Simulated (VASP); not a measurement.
Here is a VASP 6.6.1 calculation.

Contents of POSCAR:

```
KBr
1.0
    0.0563583628      3.3586061829      3.3586061829
    3.3586061829      0.0563583628      3.3586061829
    3.3586061829      3.3586061829      0.0563583628
K Br
1 1
Direct
    0.0000000000      0.0000000000      0.0000000000
    0.5000000000      0.5000000000      0.5000000000
```

The input INCAR.step1:

```
PREC = Accurate
ENCUT = 520
EDIFF = 1E-5
ISMEAR = 0
SIGMA = 0.01
LREAL = False
LASPH = True
NELM = 80
ALGO = Normal
ISIF = 2
LWAVE = True
LCHARG = False
GGA = PE
NBANDS = 15
```

The input INCAR.step2:

```
PREC = Accurate
ENCUT = 520
EDIFF = 1E-6
ISMEAR = 0
SIGMA = 0.01
LREAL = False
LASPH = True
NELM = 80
ALGO = Normal
ISIF = 2
LWAVE = False
LCHARG = False
GGA = PE
LHFCALC = True
HFSCREEN = 0.2079
PRECFOCK = Normal
ISTART = 1
NBANDS = 15
```

Contents of KPOINTS:

```
regular mesh
0
Gamma
  4 4 4
```

Potentials or basis: VASP PAW PBE potentials, release 64 (K_sv, Br).

The run is started by

```sh
$ cat potpaw_PBE.64/K_sv/POTCAR potpaw_PBE.64/Br/POTCAR > POTCAR
$ cp INCAR.step1 INCAR
$ mpirun -np 1 vasp_std > vasp.out
$ cp INCAR.step2 INCAR
$ mpirun -np 1 vasp_std > vasp.out
```

Question: Predict the pressure.

Answer: 0.1 GPa.

Question: What does it give for the band gap on the k mesh?

Answer: 5.50 eV.

Stress tensor (GPa, compression positive):
```
 0.05 -0.10 -0.10
-0.10  0.05 -0.10
-0.10 -0.10  0.05
```

Caveat: the cell differs from its parent crystal (strain along [111] +2.6%); the PAW data sets were made with another functional, which shifts forces and pressure a little.
